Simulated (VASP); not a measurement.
A run of VASP 6.6.1 is set up as follows.

INCAR

```
ALGO = Normal ; EDIFF = 1E-7
ENCUT = 520 ; GGA = PS
ISIF = 2 ; ISMEAR = -1
LASPH = T ; LCHARG = F
LREAL = F ; LWAVE = F
NBANDS = 16 ; NELM = 80
PREC = Accurate ; SIGMA = 0.1
```

KPOINTS

```
k-points
0
Gamma
  11 11 11
```

Contents of POSCAR:

```
C
1.0
    1.1993848694      0.6924647651      8.0555788009
   -1.1993848694      0.6924647651      8.0555788009
    0.0000000000     -1.3849305027      8.0555788009
C
4
Direct
    0.9128270000      0.9128270000      0.9128270000
    0.2461500000      0.2461500000      0.2461500000
    0.7538500000      0.7538500000      0.7538500000
    0.0871730000      0.0871730000      0.0871730000
```

Potentials or basis: VASP PAW PBE potentials, release 64 (C).

Command:

```bash
$ cat potpaw_PBE.64/C/POTCAR > POTCAR
$ mpirun -np 1 vasp_std > vasp.out
```

(1) Estimate the pressure.

(2) Estimate the band gap on the k mesh.

(3) Estimate the largest force.

## Answers

(1) 19.9 GPa.

(2) 1.28 eV, indirect (least direct gap 1.30 eV).

(3) 0.012 eV/Å.

Caveat: the PAW data sets were made with another functional, which shifts forces and pressure a little.
